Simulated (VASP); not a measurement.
Runs of VASP 6.6.1 on Mo. The structure is that of space group Im-3m (No. 229), or close to it. The cells are those of the table. 

```tsv
task	cell	k mesh	cutoff (eV)	gap on the mesh (eV)	pressure (GPa)
relaxation of cell and atoms	relaxed to 2 GPa from a = 2.719 Å, angles 109.5°, 1 atom	18 × 18 × 18	600	none	2.0
single point	a = 2.743 Å, angles 109.5°, 1 atom	8 × 8 × 8	520	none	(a)
single point	a = 2.705 Å, angles 109.5°, 1 atom	18 × 18 × 18	520	none	10.6
single point	a = 2.737 Å, angles 109.5°, 1 atom	18 × 18 × 18	520	none	0.5
single point	a = 2.677 Å, angles 109.5°, 1 atom	18 × 18 × 18	520	none	20.7
```

Alike in all rows: level PBE; potentials or basis VASP PAW PBE potentials, release 64 (Mo_sv); no spin polarisation; smearing gaussian 0.1 eV.

Question: Estimate the missing entries.

Answer: (a) -0.5.

Caveats: the cell is relaxed towards a set pressure, so the enthalpy falls and the energy may rise (some runs).

A k mesh can miss the band edges, and the runs leave out spin-orbit coupling on Mo.

A gap of «none» marks levels without a gap at the run's occupations.
